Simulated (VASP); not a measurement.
Crystal: AlSn.

```
Sn Al
1.0
     4.19811    0.00000    0.00000
    -2.09905    3.63567    0.00000
     0.00000    0.00000    3.30685
Sn Al
1 1
Direct
  0.33333 0.66667 0.50000
  0.00000 0.00000 0.00000
```

| Item | Value |
| --- | --- |
| Program | VASP 6.6.1 |
| Task | relaxation of cell and atoms |
| Functional | PBEsol |
| Dispersion | D4 |
| Potentials or basis | VASP PAW PBE potentials, release 64 (Sn_d, Al) |
| Cutoff | 600 eV |
| k mesh | 7 × 7 × 8 |
| Occupations | fermi-dirac, width 0.05 eV |
| Spin | no spin polarisation |

At the start: pressure -3.0 GPa; volume 25.24 Å³/atom.

Question: Where does the relaxation end?

Answer: Over 9 steps the energy falls by 14.2 meV/atom and the volume is 23.80 Å³/atom (-5.7 %); space group P-6m2 (No. 187, to 0.05 Å).

The path:
```tsv
step	energy change (eV)	largest force (eV/Å)	pressure (GPa)	volume (Å³)
1	0.0000	0.0000	-3.01	50.47
2	-0.0260	0.0000	0.79	47.08
3	-0.0274	0.0000	0.03	47.68
4	-0.0274	0.0000	-0.09	47.74
5	-0.0283	0.0000	-0.05	47.68
6	-0.0284	0.0000	-0.08	47.66
7	-0.0284	0.0000	-0.08	47.66
8	-0.0284	0.0000	0.09	47.57
9	-0.0284	0.0000	-0.02	47.60
```

Final structure:
```xyz
2
Lattice="4.1030 0.0000 0.0000 -2.0515 3.5533 0.0000 0.0000 0.0000 3.2652" Properties=species:S:1:pos:R:3 pbc="T T T"
Sn    0.0000    2.3689    1.6326
Al    0.0000    0.0000    0.0000
```

Caveat: the PAW data sets were made with another functional, which shifts forces and pressure a little; pairwise dispersion overbinds metals, which lowers pressure and volume.
